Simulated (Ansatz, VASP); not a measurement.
## One calculation of SiC, two programs

The input INCAR:

```
  PREC = Accurate
  ENCUT = 520
  EDIFF = 1E-6
  ISMEAR = 0
  SIGMA = 0.05
  LREAL = F
  LASPH = T
  NELM = 100
  ALGO = Normal
  ISIF = 2
  LWAVE = F
  LCHARG = F
  GGA = CA
  NBANDS = 16
```

The input KPOINTS:

```
regular mesh
0
Gamma
  12 12 6
```

The input POSCAR:

```
SiC
1.0
    3.0838793107      0.0000000000      0.0000000000
   -1.5419396554      2.6707178252      0.0000000000
    0.0000000000      0.0000000000      4.9264971988
Si C
2 2
Direct
    0.3333333333      0.6666666667      0.0046041256
    0.6666666667      0.3333333333      0.5046041256
    0.3333333333      0.6666666667      0.3803958744
    0.6666666667      0.3333333333      0.8803958744
```

Input for Ansatz:

```yaml
crystal:
  lattice:
    - [3.0838793107, 0.0, 0.0]
    - [-1.5419396554, 2.6707178252, 0.0]
    - [0.0, 0.0, 4.9264971988]
  atoms:
    - { symbol: Si, position: [0.3333333333, 0.6666666667, 0.0046041256] }
    - { symbol: Si, position: [0.6666666667, 0.3333333333, 0.5046041256] }
    - { symbol: C, position: [0.3333333333, 0.6666666667, 0.3803958744] }
    - { symbol: C, position: [0.6666666667, 0.3333333333, 0.8803958744] }
basis:
  ecutwfc: 520.0
kpoints:
  mp_grid: { grid: [12, 12, 6] }
hamiltonian:
  xc: lda
  pseudopotentials: { kind: paw, azcp: { folder: soft_1 } }
scf:
  occupations: { method: gaussian, width: 0.05 }
output:
  forces: true
  stress: true
  eigenvalues: true
```

Alike in both runs: task single point; functional LDA; k mesh 12 × 12 × 6; occupations gaussian, width 0.05 eV; no spin polarisation.

```csv
,VASP,Ansatz
version,VASP 6.6.1,Ansatz 0.2.0
potentials or method,"VASP PAW LDA potentials, release 64 (Si, C), cutoff 520 eV","scalar-relativistic, plane waves, PAW"
valence electrons in the cell,16,16
```

|  | VASP | Ansatz | Ansatz less VASP |
| --- | --- | --- | --- |
| gap on the k mesh at the Fermi level (eV) | 2.20 | 2.22 | +0.016 |
| least direct gap on the mesh (eV) | 3.65 | 3.67 | +0.013 |
| pressure (GPa) | 0.5 | 0.1 | -0.39 |
| traceless stress, the component that is largest in VASP (GPa) | 10.65 | 10.59 | -0.062 |
| rms of the force components (eV/Å) | 0.184 | 0.183 | -0.0005 |

Ansatz warns that its potentials were made for another functional, while VASP's fit it. LDA's correlation is that of Perdew and Zunger in VASP and of Perdew and Wang (1992) in Ansatz. Atom by atom the forces differ by 0.001 eV/Å (rms over components).
